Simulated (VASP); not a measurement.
Here is a VASP 6.6.1 calculation.

File INCAR:

```
SYSTEM = EuI3
PREC = Accurate ; ENCUT = 520
EDIFF = 1E-6 ; ISMEAR = -1
SIGMA = 0.05 ; LREAL = .False.
LASPH = .True. ; NELM = 150
ALGO = Normal ; ISIF = 2
LWAVE = .False. ; LCHARG = .False.
ISPIN = 2 ; MAGMOM = 7 0 0 0
LORBIT = 11 ; LMAXMIX = 6
GGA = PE ; NBANDS = 31
```

The input KPOINTS:

```
Automatic mesh
0
Gamma
  6 6 6
  0 0 0
```

Contents of POSCAR:

```
EuI3
1.0
    0.0000000000      3.6480644635      3.6480644635
    3.6480644635      0.0000000000      3.6480644635
    3.6480644635      3.6480644635      0.0000000000
Eu I
1 3
Direct
    0.0000000000      0.0000000000      0.0000000000
    0.5000000000      0.5000000000      0.5000000000
    0.2500000000      0.2500000000      0.2500000000
    0.7500000000      0.7500000000      0.7500000000
```

Potentials or basis: VASP PAW PBE potentials, release 64 (Eu, I).

Launch:

```bash
$ cat potpaw_PBE.64/Eu/POTCAR potpaw_PBE.64/I/POTCAR > POTCAR
$ mpirun -np 1 vasp_std > vasp.out
```

(1) Predict the net moment.

(2) Estimate the pressure.

(3) Predict the site moments.

Answers

(1) 6.15 μB per cell.

(2) 25.5 GPa.

(3) Eu +6.40; I -0.19, -0.11 (each value once) μB.

Caveat: the cell stands under pressure.
